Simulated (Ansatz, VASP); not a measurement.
# Tl in VASP and in Ansatz

```
Tl
1.0
     0.00000    2.37251    2.37251
     2.37251    0.00000    2.37251
     2.37251    2.37251    0.00000
Tl
1
Cartesian
  0.0000 0.0000 0.0000
```

Alike in both runs: task single point; functional PBE; dispersion D3(BJ); k mesh 14 × 14 × 14; occupations gaussian, width 0.1 eV; no spin polarisation.

|  | VASP | Ansatz |
| --- | --- | --- |
| version | VASP 6.6.1 | Ansatz 0.2.0 |
| potentials or method | VASP PAW PBE potentials, release 64 (Tl_d), cutoff 520 eV | scalar-relativistic, plane waves, PAW |
| valence electrons in the cell | 13 | 13 |

VASP gave:

* gap on the k mesh at the Fermi level (eV): none
* pressure (GPa): 3.9

Q: Which values does Ansatz return?

A: gap on the k mesh at the Fermi level (eV): none; pressure (GPa): 4.0.

A gap of «none» marks a metal or a gap that the smearing closes.

Spin-orbit coupling is off throughout.
